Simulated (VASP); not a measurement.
# ZnS (P1) in VASP: single point with r2SCAN

Aim: the single point of ZnS with r2SCAN.

Everything below comes from runs of VASP 6.6.1. Logs are shortened: lines on timing, memory, paths and dates and some standing lists are left out, and cuts for length are marked.

### 1 The cell of the first run

The typed cell holds 2 atoms: a = 3.811 Å, b = 3.811 Å, c = 3.811 Å, α = 60.00°, β = 60.00°, γ = 60.00°.

### 2 Single point, r2SCAN (atoms moved at random)

POSCAR

```
ZnS
1.0
    0.0000000000      2.6945131931      2.6945131931
    2.6945131931      0.0000000000      2.6945131931
    2.6945131931      2.6945131931      0.0000000000
Zn S
1 1
Direct
    0.0130204924     -0.0191955055      0.0267745305
    0.7369795076      0.7691955055      0.7232254695
```

INCAR.step1

```
SYSTEM = ZnS
ALGO = Normal
EDIFF = 1E-4
ENCUT = 520
GGA = PE
ISMEAR = 0
LASPH = .TRUE.
LCHARG = .FALSE.
LREAL = .FALSE.
LWAVE = .TRUE.
NBANDS = 16
NELM = 100
PREC = Accurate
SIGMA = 0.05
```

INCAR.step2

```
SYSTEM = ZnS
ALGO = Normal
EDIFF = 1E-6
ENCUT = 520
ISIF = 2
ISMEAR = 0
ISTART = 1
LASPH = .TRUE.
LCHARG = .FALSE.
LMIXTAU = .TRUE.
LREAL = .FALSE.
LWAVE = .FALSE.
METAGGA = R2SCAN
NBANDS = 16
NELM = 100
PREC = Accurate
SIGMA = 0.05
```

KPOINTS

```
k-points
0
G
  8 8 8
  0 0 0
```

Potentials or basis: VASP PAW PBE potentials, release 64 (Zn, S).

Command:

```bash
$ cat potpaw_PBE.64/Zn/POTCAR potpaw_PBE.64/S/POTCAR > POTCAR
$ cp INCAR.step1 INCAR
$ mpirun -np 1 vasp_std > vasp.out
$ cp INCAR.step2 INCAR
$ mpirun -np 1 vasp_std > vasp.out
```

OUTCAR:

```text
SYSTEM = ZnS
   EDIFF = 1E-6
   ENCUT = 520
   ISIF = 2
   ISMEAR = 0
   ISTART = 1
   LASPH = .TRUE.
   LREAL = .FALSE.
   METAGGA = R2SCAN
   NELM = 100
   PREC = Accurate

 ion  position               nearest neighbor table
   1  0.013  0.981  0.027-   2 2.17   2 2.26   2 2.46   2 2.47
   2  0.737  0.769  0.723-   1 2.17   1 2.26   1 2.46   1 2.47

  LATTYP: Found a face centered cubic cell.
 ALAT       =     5.3890263862

  Lattice vectors:

 A1 = (   0.0000000000,   2.6945131931,   2.6945131931)
 A2 = (   2.6945131931,   0.0000000000,   2.6945131931)
 A3 = (   2.6945131931,   2.6945131931,   0.0000000000)

Analysis of symmetry for initial positions (statically):
=====================================================================
 Subroutine PRICEL returns:
 Original cell was already a primitive cell.

 Routine SETGRP: Setting up the symmetry group for a
 face centered cubic supercell.

 Subroutine GETGRP returns: Found  1 space group operations
 (whereof  1 operations were pure point group operations)
 out of a pool of 48 trial point group operations.

The static configuration has the point symmetry C_1 .

Analysis of symmetry for dynamics (positions and initial velocities):
=====================================================================
 Subroutine PRICEL returns:
 Original cell was already a primitive cell.

 Routine SETGRP: Setting up the symmetry group for a
 face centered cubic supercell.

 Subroutine GETGRP returns: Found  1 space group operations
 (whereof  1 operations were pure point group operations)
 out of a pool of 48 trial point group operations.

The dynamic configuration has the point symmetry C_1 .

 Subroutine INISYM returns: Found  1 space group operations
 (whereof  1 operations are pure point group operations),
 and found     1 'primitive' translations

----------------------------------------------------------------------------------------

                                     Primitive cell

  volume of cell :      39.1265

  direct lattice vectors                    reciprocal lattice vectors
     0.000000000  2.694513193  2.694513193    -0.185562276  0.185562276  0.185562276
     2.694513193  0.000000000  2.694513193     0.185562276 -0.185562276  0.185562276
     2.694513193  2.694513193  0.000000000     0.185562276  0.185562276 -0.185562276

  length of vectors
     3.810617102  3.810617102  3.810617102     0.321403289  0.321403289  0.321403289
[... 80 lines left out ...]
   NELM   =    100;   NELMIN=  2; NELMDL=  0     # of ELM steps
   EDIFF  = 0.1E-05   stopping-criterion for ELM
   LREAL  =      F    real-space projection
   EDIFFG = 0.1E-04   stopping-criterion for IOM
   NSW    =      0    number of steps for IOM
   IBRION =     -1    ionic relax: 0-MD 1-quasi-New 2-CG
   NFREE  =      0    steps in history (QN), initial steepest desc. (CG)
   ISIF   =      2    stress and relaxation
   ISYM   =      2    0-nonsym 1-usesym 2-fastsym
   POTIM  = 0.5000    time-step for ionic-motion
   TEBEG  =    0.0;   TEEND  =   0.0 temperature during run
   PSTRESS=    0.0 pullay stress
   NELECT =      18.0000    total number of electrons
   NUPDOWN=      -1.0000    fix difference up-down
   EMIN   =  10.00;   EMAX   =-10.00  energy-range for DOS
   EFERMI =   0.00;   METHOD = LEGACY
   ISMEAR =     0;   SIGMA  =   0.05  broadening in eV -4-tet -1-fermi 0-gaus
   EFERMI_NEDOS =   21; number of points for ismear=-14 and -15
   IALGO  =     38    algorithm
   IMIX   =      4    mixing-type and parameters
     AMIX     =   0.40;   BMIX     =  1.00
     AMIX_MAG =   1.60;   BMIX_MAG =  1.00
  volume/ion in A,a.u.               =      19.56       132.02
  Fermi-wavevector in a.u.,A,eV,Ry     =   1.263791  2.388219 21.730795  1.597168
  Thomas-Fermi vector in A             =   2.397130
   LORBIT       =      0    0 simple, 1 ext, 2 COOP (PROOUT), +10 PAW based schemes
   METAGGA = R2SCAN    functional components
   LHFCALC =     F    Hartree Fock is set to
   AEXX    =    0.0000 exact exchange contribution
   IVDW    =     0    specifies the selected vdW correction
   LEPSILON=     F    determine dielectric tensor
   LRPA    =     F    only Hartree local field effects (RPA)
 non-spin polarized calculation
 Gauss-broadening in eV      SIGMA  =   0.05
  energy-cutoff  :      520.00
  volume of cell :       39.13
 maximum number of plane-waves:      1067
   NGX = 15   NGY = 15   NGZ = 15

 number of electron      18.0000005 magnetization

 Free energy of the ion-electron system (eV)
  ---------------------------------------------------
  ext. energy  EPLUGINS =         0.00000000
  ---------------------------------------------------
  free energy    TOTEN  =       -18.71425982 eV

  energy without entropy =      -18.71425982  energy(sigma->0) =      -18.71425982

 E-fermi :   2.2704     XC(G=0): -10.3204

 val. band max:        2.0085611817   @ k =   0.0000   0.0000   0.0000
 cond. band min:       4.6519762514   @ k =   0.0000   0.0000   0.0000
 fundamental gap:      2.6434150697
 Fermi energy:         2.2704240843

 k-point     1 :       0.0000    0.0000    0.0000
  band No.  band energies     occupation
      1     -11.8760      2.00000
      2      -4.8832      2.00000
      3      -4.7075      2.00000
      4      -4.5564      2.00000
      5      -4.1666      2.00000
      6      -4.1534      2.00000
[... 433 lines left out ...]
      3      -4.5584      2.00000
      4      -4.5023      2.00000
      5      -4.1950      2.00000
      6      -4.1459      2.00000
[... 8 lines left out ...]
     15      14.1995      0.00000
     16      16.2392      0.00000

 [... further k-points ...]

------------------------ aborting loop because EDIFF is reached ----------------------------------------

  FORCE on cell =-STRESS in cart. coord.  units (eV):
  Direction    XX          YY          ZZ          XY          YZ          ZX
  --------------------------------------------------------------------------------------
  -------------------------------------------------------------------------------------
  Total        0.5809784      0.1915425      0.5860978      0.4109276     -0.4279076     -1.3203660
  in kB       23.7902856      7.8434094     23.9999172     16.8269320    -17.5222420    -54.0672116
  external PRESSURE =      18.5445374 kB  Pullay stress =       0.0000000 kB

 VOLUME and BASIS-vectors are now :
 -----------------------------------------------------------------------------
  energy-cutoff  :      520.00
  volume of cell :       39.13
      direct lattice vectors                 reciprocal lattice vectors
     0.000000000  2.694513193  2.694513193    -0.185562276  0.185562276  0.185562276
     2.694513193  0.000000000  2.694513193     0.185562276 -0.185562276  0.185562276
     2.694513193  2.694513193  0.000000000     0.185562276  0.185562276 -0.185562276

 POSITION                                       TOTAL-FORCE (eV/Angst)
 -----------------------------------------------------------------------------------
      2.71493      0.10723      2.67787        -0.466625     -1.292903      0.452698
      4.02135      3.93454      4.05841         0.466625      1.292903     -0.452698
 -----------------------------------------------------------------------------------
    total drift:                                0.007616     -0.008623     -0.008815

  FREE ENERGIE OF THE ION-ELECTRON SYSTEM (eV)
  ---------------------------------------------------
  free  energy   TOTEN  =       -18.7142598205 eV

  energy  without entropy=      -18.7142598205  energy(sigma->0) =      -18.71425982
```

It took 5.5 min on 1 thread of Intel Xeon Platinum 8488C (Sapphire Rapids), shared host; peak memory 0.28 GiB.

Results:

```yaml
Free_energy: -18.7143 eV
Pressure: 1.9 GPa
Largest_force: 1.447 eV/Å
Band_gap_on_the_k_mesh: 2.64 eV
```

Forces on the atoms (eV/Å):
```
Zn  -0.467 -1.293  0.453
S    0.467  1.293 -0.453
```

Levels at points of the mesh, in eV from the valence-band top:
```
           k point  band 6  band 7  band 8  band 9  band 10  band 11  band 12  band 13
(0.00, 0.00, 0.00)   -6.16   -0.40   -0.03    0.00     2.64     6.76     6.82     7.06
(0.50, 0.00, 0.00)   -5.98   -5.65   -1.34   -0.70     3.84     6.80     8.03     9.38
(0.00, 0.50, 0.00)   -5.96   -5.21   -1.27   -0.62     3.57     6.63     7.70     9.21
(0.00, 0.00, 0.50)   -6.04   -5.80   -1.31   -0.85     3.99     7.08     7.95     9.46
(0.50, 0.50, 0.50)   -5.96   -5.19   -1.26   -0.62     3.56     6.63     7.67     9.20
(0.50, 0.50, 0.00)   -5.96   -4.77   -2.39   -2.29     3.52     4.34    11.66    12.79
(0.00, 0.50, 0.50)   -5.96   -4.77   -2.39   -2.29     3.52     4.34    11.66    12.79
(0.50, 0.00, 0.50)   -5.96   -4.66   -2.49   -2.33     3.39     4.58    11.63    12.50
```

Caveat: the cell differs from its parent crystal (atoms moved at random); the PAW data sets were made with another functional, which shifts forces and pressure a little.
